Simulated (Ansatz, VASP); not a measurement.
# Sr in VASP and in Ansatz

Contents of INCAR:

```
  PREC = Accurate
  ENCUT = 520
  EDIFF = 1E-6
  ISMEAR = 0
  SIGMA = 0.15
  LREAL = F
  LASPH = T
  NELM = 80
  ALGO = Fast
  ISIF = 2
  LWAVE = F
  LCHARG = T
  GGA = PE
  LELF = T
  LVHAR = T
  NBANDS = 11
```

KPOINTS

```
regular mesh
0
Gamma
  14 14 14
```

POSCAR

```
Sr
1.0
   -2.6190000000      2.6190000000      2.4250000000
    2.6190000000     -2.6190000000      2.4250000000
    2.6190000000      2.6190000000     -2.4250000000
Sr
1
Direct
    0.0000000000      0.0000000000      0.0000000000
```

Input for Ansatz:

```yaml
crystal:
  lattice:
    - [-2.619, 2.619, 2.425]
    - [2.619, -2.619, 2.425]
    - [2.619, 2.619, -2.425]
  atoms:
    - { symbol: Sr, position: [0.0, 0.0, 0.0] }
basis:
  ecutwfc: 420
kpoints:
  mp_grid: { grid: [14, 14, 14] }
hamiltonian:
  xc: pbe
scf:
  occupations: { method: gaussian, width: 0.15 }
output:
  forces: true
  stress: true
  eigenvalues: true
```

Change from the starting cell: strain +0.080 along x and y, +0.000 along z, atoms carried along.

Alike in both runs: task single point; functional PBE; k mesh 14 × 14 × 14; occupations gaussian, width 0.15 eV; no spin polarisation.

|  | VASP | Ansatz |
| --- | --- | --- |
| version | VASP 6.6.1 | Ansatz 0.2.0 |
| potentials or method | VASP PAW PBE potentials, release 64 (Sr_sv), cutoff 520 eV | scalar-relativistic, plane waves, PAW |
| valence electrons in the cell | 10 | 10 |

|  | VASP | Ansatz | Ansatz less VASP |
| --- | --- | --- | --- |
| gap on the k mesh at the Fermi level (eV) | none | none | - |
| pressure (GPa) | -1.6 | -1.6 | 0.00 |

A gap of «none» marks a metal or a gap that the smearing closes. The functional is the same, so the differences come from potentials, cutoffs and numerics.
